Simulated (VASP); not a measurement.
Input of a VASP 6.6.1 run:

Contents of INCAR:

```
SYSTEM = Si3C
ALGO = Normal
EDIFF = 1E-6
ENCUT = 520
GGA = PE
ISIF = 2
ISMEAR = 0
LASPH = .TRUE.
LCHARG = .FALSE.
LREAL = .FALSE.
LWAVE = .FALSE.
NBANDS = 16
NELM = 80
PREC = Accurate
SIGMA = 0.1
```

File KPOINTS:

```
k-points
0
G
  6 6 4
  0 0 0
```

Contents of POSCAR:

```
Si3C
1.0
    2.6511745210      0.0000000000      0.0000000000
    0.0000000000      2.6511745210      0.0000000000
    0.0000000000      0.0000000000      7.1068134602
Si C
3 1
Direct
    0.0000000000      0.0000000000      0.8318094066
    0.5000000000      0.5000000000      0.5000000000
    0.0000000000      0.0000000000      0.1681905934
    0.5000000000      0.5000000000      0.0000000000
```

Potentials or basis: VASP PAW PBE potentials, release 64 (Si, C).

Launch:

```sh
$ cat potpaw_PBE.64/Si/POTCAR potpaw_PBE.64/C/POTCAR > POTCAR
$ mpirun -np 1 vasp_std > vasp.out
```

(1) What does it give for the pressure?

(2) Predict the band gap on the k mesh.

(3) What does it give for the largest force?

## Answers

(1) 0.0 GPa.

(2) zero (band 8 reaches 12.65 eV, above the bottom of band 9 at 7.96 eV).

(3) 0.016 eV/Å.

Caveat: the k points lie up to 0.39 Å⁻¹ apart.
